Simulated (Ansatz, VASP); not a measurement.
TiO2: VASP beside Ansatz

File INCAR:

```
PREC = Accurate
ENCUT = 520
EDIFF = 1E-6
ISMEAR = 0
SIGMA = 0.05
LREAL = False
LASPH = True
NELM = 100
ALGO = Normal
ISIF = 2
LWAVE = False
LCHARG = True
GGA = PE
LELF = True
LVHAR = True
NBANDS = 33
```

The input KPOINTS:

```
regular mesh
0
Gamma
  6 6 10
```

POSCAR

```
TiO2
1.0
    4.5658550395      0.0000000000      0.0000000000
    0.0000000000      4.5658550395      0.0000000000
    0.0000000000      0.0000000000      2.9143671652
Ti O
2 4
Direct
    0.0000000000      0.0000000000      0.0156977583
    0.5000000000      0.5000000000      0.5156977583
    0.3050970583      0.3050970583     -0.0234828613
    0.1949029417      0.8050970583      0.4765171387
    0.6949029417      0.6949029417     -0.0234828613
    0.8050970583      0.1949029417      0.4765171387
```

Input for Ansatz:

```yaml
crystal:
  lattice:
    - [4.5658550395, 0.0, 0.0]
    - [0.0, 4.5658550395, 0.0]
    - [0.0, 0.0, 2.9143671652]
  atoms:
    - { symbol: Ti, position: [0.0, 0.0, 0.0156977583] }
    - { symbol: Ti, position: [0.5, 0.5, 0.5156977583] }
    - { symbol: O, position: [0.3050970583, 0.3050970583, -0.0234828613] }
    - { symbol: O, position: [0.1949029417, 0.8050970583, 0.4765171387] }
    - { symbol: O, position: [0.6949029417, 0.6949029417, -0.0234828613] }
    - { symbol: O, position: [0.8050970583, 0.1949029417, 0.4765171387] }
basis:
  ecutwfc: 520.0
kpoints:
  mp_grid: { grid: [6, 6, 10] }
hamiltonian:
  xc: pbe
  pseudopotentials: { kind: paw, azcp: { folder: soft_1 } }
scf:
  occupations: { method: gaussian, width: 0.05 }
output:
  forces: true
  stress: true
  eigenvalues: true
```

Change from the starting cell: mode 1 frozen in at -0.070 Å, equal normal strain along x, y and z -0.0167.

Alike in both runs: task single point; functional PBE; k mesh 6 × 6 × 10; occupations gaussian, width 0.05 eV; no spin polarisation.

|  | VASP | Ansatz |
| --- | --- | --- |
| version | VASP 6.6.1 | Ansatz 0.2.0 |
| potentials or method | VASP PAW PBE potentials, release 64 (Ti_sv, O), cutoff 520 eV | scalar-relativistic, plane waves, PAW |
| valence electrons in the cell | 48 | 48 |

```tsv
	VASP	Ansatz	Ansatz less VASP
gap on the k mesh at the Fermi level (eV)	2.17	2.20	+0.030
least direct gap on the mesh (eV)	2.36	2.39	+0.030
pressure (GPa)	15.6	14.9	-0.70
traceless stress, the component that is largest in VASP (GPa)	3.25	3.00	-0.248
rms of the force components (eV/Å)	0.300	0.274	-0.0264
```

Atom by atom the forces differ by 0.027 eV/Å (rms over components). With one functional, cell and mesh, what is left measures potentials, basis and numerics.
